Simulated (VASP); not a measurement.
Input of a VASP 6.6.1 run:

The input INCAR:

```
SYSTEM = Si
PREC = Accurate
ENCUT = 520
EDIFF = 1E-7
ISMEAR = -1
SIGMA = 0.05
LREAL = .FALSE.
LASPH = .TRUE.
NELM = 150
ALGO = Normal
ISIF = 2
LWAVE = .FALSE.
LCHARG = .FALSE.
ISPIN = 2
MAGMOM = 3 3
LORBIT = 11
NBANDS = 15
```

File KPOINTS:

```
Automatic mesh
0
G
  11 11 11
  0 0 0
```

File POSCAR:

```
Si
1.0
    0.0000000000      2.7004800658      2.7004800658
    2.7004800658      0.0000000000      2.7004800658
    2.7004800658      2.7004800658      0.0000000000
Si
2
Direct
    0.7500000000      0.7500000000      0.7500000000
    0.5000000000      0.5000000000      0.5000000000
```

Potentials or basis: VASP PAW LDA potentials, release 64 (Si).

Run with:

```console
$ cat potpaw_LDA.64/Si/POTCAR > POTCAR
$ mpirun -np 1 vasp_std > vasp.out
```

Q: What does it give for the net moment?

A: 0.00 μB per cell.

Q: Estimate the pressure.

A: 0.1 GPa.

Q: What does it give for the band gap on the k mesh?

A: 0.46 eV, indirect (least direct gap 2.53 eV).

A k mesh can miss the band edges.
